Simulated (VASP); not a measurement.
# AlN (Fm-3m) in VASP: a series of runs, part 2 of 3

VASP 6.6.1. The steps go on from the part before.

## (4) Single point, LDA

This run uses another cell than the first one, of 8.07 Å³/atom, 0.980 times its volume.

Contents of INCAR:

```
SYSTEM = AlN
PREC = Accurate ; ENCUT = 520
EDIFF = 1E-6 ; ISMEAR = -1
SIGMA = 0.02 ; LREAL = .False.
LASPH = .True. ; NELM = 100
ALGO = Normal ; ISIF = 2
LWAVE = .False. ; LCHARG = .False.
GGA = CA ; NBANDS = 11
```

Contents of KPOINTS:

```
Automatic mesh
0
Gamma
  10 10 10
  0 0 0
```

Contents of POSCAR:

```
AlN
1.0
    0.0000000000      2.0054811355      2.0054811355
    2.0054811355      0.0000000000      2.0054811355
    2.0054811355      2.0054811355      0.0000000000
Al N
1 1
Direct
    0.0000000000      0.0000000000      0.0000000000
    0.5000000000      0.5000000000      0.5000000000
```

Potentials or basis: VASP PAW LDA potentials, release 64 (Al, N).

The run is started by

```
cat potpaw_LDA.64/Al/POTCAR potpaw_LDA.64/N/POTCAR > POTCAR
mpirun -np 1 vasp_std > vasp.out
```

OUTCAR:

```text
SYSTEM = AlN
   PREC = Accurate
   ENCUT = 520
   EDIFF = 1E-6
   ISMEAR = -1
   LREAL = .False.
   LASPH = .True.
   NELM = 100
   ISIF = 2
   GGA = CA

 ion  position               nearest neighbor table
   1  0.000  0.000  0.000-   2 2.01   2 2.01   2 2.01   2 2.01   2 2.01   2 2.01
   2  0.500  0.500  0.500-   1 2.01   1 2.01   1 2.01   1 2.01   1 2.01   1 2.01

  LATTYP: Found a face centered cubic cell.
 ALAT       =     4.0109622710

  Lattice vectors:

 A1 = (   0.0000000000,   2.0054811355,   2.0054811355)
 A2 = (   2.0054811355,   0.0000000000,   2.0054811355)
 A3 = (   2.0054811355,   2.0054811355,   0.0000000000)

Analysis of symmetry for initial positions (statically):
=====================================================================
 Subroutine PRICEL returns:
 Original cell was already a primitive cell.

 Routine SETGRP: Setting up the symmetry group for a
 face centered cubic supercell.

 Subroutine GETGRP returns: Found 48 space group operations
[... 9 lines left out ...]

 Routine SETGRP: Setting up the symmetry group for a
 face centered cubic supercell.

 Subroutine GETGRP returns: Found 48 space group operations
[... 11 lines left out ...]
                                     Primitive cell

  volume of cell :      16.1319

  direct lattice vectors                    reciprocal lattice vectors
     0.000000000  2.005481136  2.005481136    -0.249316731  0.249316731  0.249316731
     2.005481136  0.000000000  2.005481136     0.249316731 -0.249316731  0.249316731
     2.005481136  2.005481136  0.000000000     0.249316731  0.249316731 -0.249316731

  length of vectors
     2.836178621  2.836178621  2.836178621     0.431829245  0.431829245  0.431829245

  position of ions in fractional coordinates (direct lattice)
     0.000000000  0.000000000  0.000000000
     0.500000000  0.500000000  0.500000000

  ion indices of the primitive-cell ions
   primitive index   ion index
                 1           1
                 2           2

----------------------------------------------------------------------------------------

 KPOINTS: Automatic mesh

Automatic generation of k-mesh.
 Grid dimensions read from file:
 generate k-points for:   10   10   10

 Generating k-lattice:

  Cartesian coordinates                     Fractional coordinates (reciprocal lattice)
    -0.024931673  0.024931673  0.024931673     0.100000000  0.000000000  0.000000000
     0.024931673 -0.024931673  0.024931673     0.000000000  0.100000000  0.000000000
     0.024931673  0.024931673 -0.024931673     0.000000000  0.000000000  0.100000000

  Length of vectors
     0.043182924  0.043182924  0.043182924

  Shift w.r.t. Gamma in fractional coordinates (k-lattice)
     0.000000000  0.000000000  0.000000000

 Subroutine IBZKPT returns following result:
 ===========================================

 Found     47 irreducible k-points:

 Following reciprocal coordinates:
            Coordinates               Weight
  0.000000  0.000000  0.000000      1.000000
  0.100000  0.000000  0.000000      8.000000
  0.200000  0.000000  0.000000      8.000000
  0.300000  0.000000  0.000000      8.000000
  0.400000  0.000000  0.000000      8.000000
  0.500000  0.000000  0.000000      4.000000
[... 16 lines left out ...]
  0.300000  0.300000  0.000000      6.000000
  0.400000  0.300000  0.000000     24.000000
 [... further k-points ...]
   k-points           NKPTS =     47   k-points in BZ     NKDIM =     47   number of bands    NBANDS=     11
   number of dos      NEDOS =    301   number of ions     NIONS =      2
   total plane-waves  NPLWV =  13824
   dimension x,y,z NGX =    24 NGY =   24 NGZ =   24
   dimension x,y,z NGXF=    48 NGYF=   48 NGZF=   48
   ions per type =               1   1
   NGX,Y,Z   is equivalent  to a cutoff of  14.07, 14.07, 14.07 a.u.
   NGXF,Y,Z  is equivalent  to a cutoff of  28.14, 28.14, 28.14 a.u.
 SYSTEM =  AlN
   PREC   = accura    normal or accurate (medium, high low for compatibility)
   ISTART =      0    job   : 0-new  1-cont  2-samecut
   ICHARG =      2    charge: 1-file 2-atom 10-const
   ISPIN  =      1    spin polarized calculation?
   LNONCOLLINEAR =      F non collinear calculations
   LSORBIT =      F    spin-orbit coupling
   LASPH  =      T    aspherical Exc in radial PAW
   ENCUT  =  520.0 eV  38.22 Ry    6.18 a.u.   5.27  5.27  5.27*2*pi/ulx,y,z
   NELM   =    100;   NELMIN=  2; NELMDL= -5     # of ELM steps
   EDIFF  = 0.1E-05   stopping-criterion for ELM
   LREAL  =      F    real-space projection
   EDIFFG = 0.1E-04   stopping-criterion for IOM
   NSW    =      0    number of steps for IOM
   IBRION =     -1    ionic relax: 0-MD 1-quasi-New 2-CG
   NFREE  =      0    steps in history (QN), initial steepest desc. (CG)
   ISIF   =      2    stress and relaxation
   ISYM   =      2    0-nonsym 1-usesym 2-fastsym
   POTIM  = 0.5000    time-step for ionic-motion
   TEBEG  =    0.0;   TEEND  =   0.0 temperature during run
   PSTRESS=    0.0 pullay stress
   NELECT =       8.0000    total number of electrons
   NUPDOWN=      -1.0000    fix difference up-down
   EMIN   =  10.00;   EMAX   =-10.00  energy-range for DOS
   EFERMI =   0.00;   METHOD = LEGACY
   ISMEAR =    -1;   SIGMA  =   0.02  broadening in eV -4-tet -1-fermi 0-gaus
   EFERMI_NEDOS =   21; number of points for ismear=-14 and -15
   IALGO  =     38    algorithm
   IMIX   =      4    mixing-type and parameters
     AMIX     =   0.40;   BMIX     =  1.00
     AMIX_MAG =   1.60;   BMIX_MAG =  1.00
  volume/ion in A,a.u.               =       8.07        54.43
  Fermi-wavevector in a.u.,A,eV,Ry     =   1.295815  2.448735 22.846030  1.679136
  Thomas-Fermi vector in A             =   2.427311
   LORBIT       =      0    0 simple, 1 ext, 2 COOP (PROOUT), +10 PAW based schemes
   GGA     = CA    functional components
   LHFCALC =     F    Hartree Fock is set to
   AEXX    =    0.0000 exact exchange contribution
   IVDW    =     0    specifies the selected vdW correction
   LEPSILON=     F    determine dielectric tensor
   LRPA    =     F    only Hartree local field effects (RPA)
 non-spin polarized calculation
  energy-cutoff  :      520.00
  volume of cell :       16.13
 maximum number of plane-waves:       444
 NGX is ok and might be reduce to    24
   NGX = 11   NGY = 11   NGZ = 11

 number of electron       8.0000000 magnetization

 Free energy of the ion-electron system (eV)
  ---------------------------------------------------
  ext. energy  EPLUGINS =         0.00000000
  ---------------------------------------------------
  free energy    TOTEN  =       -16.23061261 eV

  energy without entropy =      -16.23061261  energy(sigma->0) =      -16.23061261

 E-fermi :  10.4957     XC(G=0): -12.6870

 val. band max:       10.0273436222   @ k =   0.0000   0.0000   0.0000
 cond. band min:      14.7209964070   @ k =   0.5000   0.5000   0.0000
 fundamental gap:      4.6936527848
 Fermi energy:        10.4957045174

 k-point     1 :       0.0000    0.0000    0.0000
  band No.  band energies     occupation
      1      -7.6022      2.00000
      2      10.0273      2.00000
      3      10.0273      2.00000
      4      10.0273      2.00000
      5      16.1517      0.00000
      6      22.1242      0.00000
      7      22.1242      0.00000
      8      22.1242      0.00000
      9      27.4141      0.00000
     10      27.8352      0.00000
     11      27.8352      0.00000

 k-point     2 :       0.1000    0.0000    0.0000
  band No.  band energies     occupation
      1      -7.3902      2.00000
      2       9.0202      2.00000
      3       9.8989      2.00000
      4       9.8989      2.00000
      5      16.7351      0.00000
      6      21.2426      0.00000
      7      22.4343      0.00000
      8      22.4343      0.00000
      9      26.2639      0.00000
     10      26.2639      0.00000
     11      28.3728      0.00000
[... 295 lines left out ...]
 k-point    24 :       0.4000    0.3000    0.0000
  band No.  band energies     occupation
      1      -4.4547      2.00000
      2       4.1020      2.00000
      3       7.1437      2.00000
      4       7.6783      2.00000
      5      16.1903      0.00000
      6      16.9191      0.00000
      7      22.4041      0.00000
      8      25.7145      0.00000
      9      26.4974      0.00000
     10      31.9280      0.00000
     11      34.8531      0.00000

 [... further k-points ...]
[... 5 lines left out ...]
  --------------------------------------------------------------------------------------
  -------------------------------------------------------------------------------------
  Total        0.0646837      0.0646837      0.0646837      0.0000000      0.0000000     -0.0000000
  in kB        6.4242051      6.4242051      6.4242051      0.0000000      0.0000000     -0.0000000
  external PRESSURE =       6.4242051 kB  Pullay stress =       0.0000000 kB

 VOLUME and BASIS-vectors are now :
 -----------------------------------------------------------------------------
  energy-cutoff  :      520.00
  volume of cell :       16.13
      direct lattice vectors                 reciprocal lattice vectors
     0.000000000  2.005481136  2.005481136    -0.249316731  0.249316731  0.249316731
     2.005481136  0.000000000  2.005481136     0.249316731 -0.249316731  0.249316731
     2.005481136  2.005481136  0.000000000     0.249316731  0.249316731 -0.249316731

 POSITION                                       TOTAL-FORCE (eV/Angst)
 -----------------------------------------------------------------------------------
      0.00000      0.00000      0.00000         0.000000      0.000000      0.000000
      2.00548      2.00548      2.00548        -0.000000     -0.000000     -0.000000
 -----------------------------------------------------------------------------------
    total drift:                               -0.000000     -0.000000      0.000000

  FREE ENERGIE OF THE ION-ELECTRON SYSTEM (eV)
  ---------------------------------------------------
  free  energy   TOTEN  =       -16.2306126056 eV

  energy  without entropy=      -16.2306126056  energy(sigma->0) =      -16.23061261
```

stdout:

```text
POSCAR found type information on POSCAR AlN
 POSCAR found :  2 types and       2 ions
 scaLAPACK will be used
 LDA part: xc-table for (Slater(with rela. corr.)+CA(PZ))
 , standard interpolation
 POSCAR, INCAR and KPOINTS ok, starting setup
 FFT: planning ... GRIDC
 FFT: planning ... GRID_SOFT
 FFT: planning ... GRID
 WAVECAR not read
 entering main loop
```

It took 6.1 s on 1 thread of AMD EPYC 7R13 (Zen 3), shared host; peak memory 0.09 GiB.

What came out:

* Free energy: -16.2306 eV
* Pressure: 0.6 GPa
* Band gap on the k mesh: 4.69 eV, indirect (least direct gap 6.12 eV)

A k mesh can miss the band edges. Expect the measured gap to be larger: semilocal functionals such as LDA lack the derivative discontinuity.

## (5) Single point, r2SCAN

Contents of POSCAR:

```
AlN
1.0
    0.0000000000      2.0188685302      2.0188685302
    2.0188685302      0.0000000000      2.0188685302
    2.0188685302      2.0188685302      0.0000000000
Al N
1 1
Direct
    0.0000000000      0.0000000000      0.0000000000
    0.5000000000      0.5000000000      0.5000000000
```

Contents of INCAR.step1:

```
  PREC = Accurate
  ENCUT = 520
  ISMEAR = -1
  SIGMA = 0.02
  LREAL = False
  LASPH = True
  NELM = 100
  NBANDS = 11
  GGA = PE
  ALGO = Normal
  EDIFF = 1E-4
  LWAVE = True
  LCHARG = False
```

Contents of INCAR.step2:

```
  PREC = Accurate
  ENCUT = 520
  EDIFF = 1E-7
  ISMEAR = -1
  SIGMA = 0.02
  LREAL = False
  LASPH = True
  NELM = 100
  ALGO = Normal
  ISIF = 2
  LWAVE = False
  LCHARG = False
  METAGGA = R2SCAN
  LMIXTAU = True
  NBANDS = 11
  ISTART = 1
```

Contents of KPOINTS:

```
regular mesh
0
Gamma
  10 10 10
```

Potentials or basis: VASP PAW PBE potentials, release 64 (Al, N).

The run is started by

```
cat potpaw_PBE.64/Al/POTCAR potpaw_PBE.64/N/POTCAR > POTCAR
cp INCAR.step1 INCAR
mpirun -np 1 vasp_std > vasp.out
cp INCAR.step2 INCAR
mpirun -np 1 vasp_std > vasp.out
```

OUTCAR:

```text
PREC = Accurate
   ENCUT = 520
   EDIFF = 1E-7
   ISMEAR = -1
   LREAL = False
   LASPH = True
   NELM = 100
   ISIF = 2
   METAGGA = R2SCAN
   ISTART = 1

 ion  position               nearest neighbor table
   1  0.000  0.000  0.000-   2 2.02   2 2.02   2 2.02   2 2.02   2 2.02   2 2.02
   2  0.500  0.500  0.500-   1 2.02   1 2.02   1 2.02   1 2.02   1 2.02   1 2.02

  LATTYP: Found a face centered cubic cell.
 ALAT       =     4.0377370604

  Lattice vectors:

 A1 = (   0.0000000000,   2.0188685302,   2.0188685302)
[... 512 lines left out ...]
      5      16.8316      0.00000
      6      17.5634      0.00000
      7      23.2243      0.00000
      8      26.6971      0.00000
      9      27.5786      0.00000
     10      32.7558      0.00000
     11      36.2200      0.00000

 [... further k-points ...]
[... 5 lines left out ...]
  --------------------------------------------------------------------------------------
  -------------------------------------------------------------------------------------
  Total       -0.0833873     -0.0833873     -0.0833873      0.0000000     -0.0000000      0.0000000
  in kB       -8.1181355     -8.1181355     -8.1181355      0.0000000     -0.0000000      0.0000000
  external PRESSURE =      -8.1181355 kB  Pullay stress =       0.0000000 kB

 VOLUME and BASIS-vectors are now :
 -----------------------------------------------------------------------------
  energy-cutoff  :      520.00
  volume of cell :       16.46
      direct lattice vectors                 reciprocal lattice vectors
     0.000000000  2.018868530  2.018868530    -0.247663477  0.247663477  0.247663477
     2.018868530  0.000000000  2.018868530     0.247663477 -0.247663477  0.247663477
     2.018868530  2.018868530  0.000000000     0.247663477  0.247663477 -0.247663477

 POSITION                                       TOTAL-FORCE (eV/Angst)
 -----------------------------------------------------------------------------------
      0.00000      0.00000      0.00000        -0.000000      0.000000     -0.000000
      2.01887      2.01887      2.01887         0.000000     -0.000000      0.000000
 -----------------------------------------------------------------------------------
    total drift:                               -0.000000     -0.000000      0.000000

  FREE ENERGIE OF THE ION-ELECTRON SYSTEM (eV)
  ---------------------------------------------------
  free  energy   TOTEN  =       -18.8969263293 eV

  energy  without entropy=      -18.8969263293  energy(sigma->0) =      -18.89692633
```

Run time: 40 s. Hardware: 1 thread of AMD EPYC 7R13 (Zen 3), shared host; peak memory 0.11 GiB.

Results:

| Item | Value |
| --- | --- |
| Free energy | -18.8969 eV |
| Pressure | -0.8 GPa |
| Band gap on the k mesh | 5.53 eV, indirect (least direct gap 6.58 eV) |

Levels at points of the mesh, in eV from the valence-band top:
```csv
k point,band 2,band 3,band 4,band 5,band 6,band 7
"(0.00, 0.00, 0.00)",0.00,0.00,0.00,6.58,12.93,12.93
"(0.50, 0.00, 0.00)",-8.47,-1.16,-1.16,6.94,11.94,11.94
"(0.50, 0.50, 0.00)",-7.57,-2.91,-2.91,5.53,5.97,15.43
```

Caveat: the PAW data sets were made with another functional, which shifts forces and pressure a little.

(Continued in part 3 of 3.)
